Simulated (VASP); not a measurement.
Here is a VASP 6.6.1 calculation.

File INCAR:

```
SYSTEM = AlN
ALGO = Normal ; EDIFF = 1E-6
ENCUT = 600 ; GGA = PS
GGA_COMPAT = .FALSE. ; ISIF = 2
ISMEAR = -1 ; LASPH = .TRUE.
LCHARG = .FALSE. ; LREAL = .FALSE.
LWAVE = .FALSE. ; NBANDS = 11
NELM = 120 ; PREC = Accurate
SIGMA = 0.02
```

File KPOINTS:

```
k-points
0
G
  8 8 8
  0 0 0
```

Contents of POSCAR:

```
AlN
1.0
   -0.0984500000      1.9197750000      1.9197750000
    1.9197750000     -0.0984500000      1.9197750000
    1.9197750000      1.9197750000     -0.0984500000
Al N
1 1
Direct
    0.0000000000      0.0000000000      0.0000000000
    0.5000000000      0.5000000000      0.5000000000
```

Potentials or basis: VASP PAW PBE potentials, release 64 (Al, N).

The run is started by

```sh
$ cat potpaw_PBE.64/Al/POTCAR potpaw_PBE.64/N/POTCAR > POTCAR
$ mpirun -np 1 vasp_std > vasp.out
```

Q: Estimate the band gap on the k mesh.

A: 3.62 eV (least direct gap 5.93 eV).

Q: What does it give for the pressure?

A: 25.7 GPa.

Stress tensor (GPa, compression positive):
```
25.74 16.08 16.08
16.08 25.74 16.08
16.08 16.08 25.74
```

Caveat: the cell stands under pressure; the PAW data sets were made with another functional, which shifts forces and pressure a little. A k mesh can miss the band edges.
